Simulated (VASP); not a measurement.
A run of VASP 6.6.1 is set up as follows.

Contents of POSCAR:

```
NaI
1.0
    3.2171856444      3.2171856444      0.0000000000
   -3.2171856444      3.2171856444      0.0000000000
    0.0000000000      3.2171856444      3.2407539118
Na I
1 1
Direct
    0.0000000000      0.0000000000      0.0000000000
    0.5000000000      0.5000000000      0.0000000000
```

File INCAR.step1:

```
SYSTEM = NaI
ALGO = Normal
EDIFF = 1E-4
ENCUT = 520
GGA = PE
ISMEAR = 0
LASPH = .True.
LCHARG = .False.
LREAL = .False.
LWAVE = .True.
NBANDS = 14
NELM = 60
PREC = Accurate
SIGMA = 0.01
```

Contents of INCAR.step2:

```
SYSTEM = NaI
ALGO = Normal
EDIFF = 1E-6
ENCUT = 520
ISIF = 2
ISMEAR = 0
ISTART = 1
LASPH = .True.
LCHARG = .False.
LMIXTAU = .True.
LREAL = .False.
LWAVE = .False.
METAGGA = R2SCAN
NBANDS = 14
NELM = 60
PREC = Accurate
SIGMA = 0.01
```

The input KPOINTS:

```
k-points
0
Gamma
  6 6 6
  0 0 0
```

Potentials or basis: VASP PAW PBE potentials, release 64 (Na_pv, I).

The run is started by

```console
$ cat potpaw_PBE.64/Na_pv/POTCAR potpaw_PBE.64/I/POTCAR > POTCAR
$ cp INCAR.step1 INCAR
$ mpirun -np 1 vasp_std > vasp.out
$ cp INCAR.step2 INCAR
$ mpirun -np 1 vasp_std > vasp.out
```

**Question.** Estimate the band gap on the k mesh.

**Answer.** 4.47 eV, direct.

**Question.** What does it give for the pressure?

**Answer.** 0.0 GPa.

Stress tensor (GPa, compression positive):
```
 0.08  0.00  0.00
 0.00  0.08  0.00
 0.00  0.00 -0.14
```

Caveat: the cell differs from its parent crystal (in-plane strain -0.005, then relaxed in part); the PAW data sets were made with another functional, which shifts forces and pressure a little; spin-orbit coupling is left out, which moves the levels of the heavy elements.
